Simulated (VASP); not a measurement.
NaF, 2 atoms in the cell. It takes space group Fm-3m (No. 225, cubic). Conventional cell: a = 4.719 Å, b = 4.719 Å, c = 4.719 Å, α = 90.00°, β = 90.00°, γ = 90.00°. Within 3.1 Å of Na (site symmetry m-3m) lie 6 F at 2.36 Å. Within 3.1 Å of F (site symmetry m-3m) lie 6 Na at 2.36 Å. 

* Program: VASP 6.6.1
* Task: single point
* Functional: r2SCAN
* Potentials or basis: VASP PAW PBE potentials, release 64 (Na_pv, F)
* Cutoff: 520 eV
* k mesh: 9 × 9 × 9
* Occupations: fermi-dirac, width 0.1 eV
* Spin: no spin polarisation
* Dipole correction: no
* Further INCAR settings: ALGO = Normal; EDIFF = 1e-06; NBANDS = 14

Potentials or basis: VASP PAW PBE potentials, release 64 (Na_pv, F).

Command:

```console
$ cat potpaw_PBE.64/Na_pv/POTCAR potpaw_PBE.64/F/POTCAR > POTCAR
$ cp INCAR.step1 INCAR
$ mpirun -np 1 vasp_std > vasp.out
$ cp INCAR.step2 INCAR
$ mpirun -np 1 vasp_std > vasp.out
```

Hardware: 1 thread of Intel(R) Xeon(R) Platinum 8175M CPU @ 2.50GHz (Skylake/Cascade Lake) (shared host).

Problem. How long does it take, and how much memory?

Solution. Run time: 77 s on 1 thread of Intel(R) Xeon(R) Platinum 8175M CPU @ 2.50GHz (Skylake/Cascade Lake), with other jobs on the host, peak memory 0.15 GiB. Counts: k points 35.
